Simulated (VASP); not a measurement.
A run of VASP 6.6.1 is set up as follows.

File INCAR:

```
SYSTEM = Ag
  PREC = Accurate
  ENCUT = 520
  EDIFF = 1E-6
  ISMEAR = -1
  SIGMA = 0.05
  LREAL = .FALSE.
  LASPH = .TRUE.
  NELM = 80
  ALGO = Normal
  ISIF = 2
  LWAVE = .FALSE.
  LCHARG = .TRUE.
  GGA = PS
  LELF = .TRUE.
  LVHAR = .TRUE.
  NBANDS = 18
```

Contents of KPOINTS:

```
regular mesh
0
G
  14 14 8
  0 0 0
```

File POSCAR:

```
Ag
1.0
    2.9299980804      0.0000000000      0.0000000000
   -1.4649990402      2.5374527707      0.0000000000
    0.0000000000      0.0000000000      4.7900000000
Ag
2
Direct
    0.3333333333      0.6666666667      0.2500000000
    0.6666666667      0.3333333333      0.7500000000
```

Potentials or basis: VASP PAW PBE potentials, release 64 (Ag).

Command:

```sh
$ cat potpaw_PBE.64/Ag/POTCAR > POTCAR
$ mpirun -np 1 vasp_std > vasp.out
```

(1) Predict the pressure.

(2) Estimate the band gap on the k mesh.

## Answers

(1) -6.4 GPa.

(2) zero (bands 11 and 12 overlap by 6.87 eV).

Caveat: the cell stands under tension; the PAW data sets were made with another functional, which shifts forces and pressure a little.
